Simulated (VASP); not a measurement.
## Rb: electric field gradients with LDA

Crystal: Rb.

```
CELL_PARAMETERS angstrom
-2.80600 2.80600 2.80600
2.80600 -2.80600 2.80600
2.80600 2.80600 -2.80600
ATOMIC_POSITIONS crystal
Rb 0.00000 0.00000 0.00000
```

- Program: VASP 6.6.1
- Task: electric field gradients
- Functional: LDA
- Potentials or basis: VASP PAW LDA potentials, release 64 (Rb_sv)
- Cutoff: 520 eV
- k mesh: 8 × 8 × 8
- Occupations: fermi-dirac, width 0.05 eV
- Spin: no spin polarisation
- Dipole correction: no
- Further INCAR settings: ALGO = Normal; EDIFF = 1e-08; NBANDS = 10

```json
{"Pressure": "-0.4 GPa", "Band gap on the k mesh": "zero (an odd number of electrons rules out a gap without spin polarisation)", "Largest electric field gradient by atom": "under 0.05 V/Å² on every atom"}
```

Levels at points of the mesh, in eV from the Fermi level:
```
           k point  band 1  band 2  band 3  band 4  band 5  band 6  band 7  band 8
(0.00, 0.00, 0.00)  -28.80  -12.90  -12.90  -12.90   -2.04    3.59    3.59    3.59
(0.50, 0.00, 0.00)  -28.79  -13.01  -12.93  -12.90    0.18    0.84    2.52    4.19
(0.50, 0.50, 0.50)  -28.79  -12.97  -12.97  -12.97    1.24    1.24    3.30    3.30
```

Run time: 48 s on 1 thread of Intel Xeon 8259CL (shared host), peak memory 0.17 GiB.
